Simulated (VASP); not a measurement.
PbO2, 6 atoms in the cell. It takes space group P4_2/mnm (No. 136, tetragonal). The conventional cell has a = 4.730 Å, b = 4.730 Å, c = 3.391 Å, α = 90.00°, β = 90.00°, γ = 90.00°. Pb (site symmetry mmm) has 6 O at 2.06 to 2.13 Å within 2.7 Å. Within 2.7 Å of O (site symmetry m2m) lie 3 Pb at 2.06 to 2.13 Å and 1 O at 2.58 Å. 

* Program: VASP 6.6.1
* Task: single point
* Functional: PBEsol
* Potentials or basis: VASP PAW PBE potentials, release 64 (Pb_d, O)
* Cutoff: 520 eV
* k mesh: 5 × 5 × 6
* Occupations: fermi-dirac, width 0.05 eV
* Spin: no spin polarisation
* Dipole correction: no
* Further INCAR settings: ALGO = Normal; EDIFF = 1e-07; NBANDS = 35

Potentials or basis: VASP PAW PBE potentials, release 64 (Pb_d, O).

The run is started by

```sh
$ cat potpaw_PBE.64/Pb_d/POTCAR potpaw_PBE.64/O/POTCAR > POTCAR
$ mpirun -np 1 vasp_std > vasp.out
```

Hardware: 1 thread of Intel Xeon 8259CL (shared host).

Task: How long does it take, and how much memory?

Result: It took 86 s on 1 thread of Intel Xeon 8259CL (shared host), peak memory 0.21 GiB. Counts: scf iterations 15, k points 24.
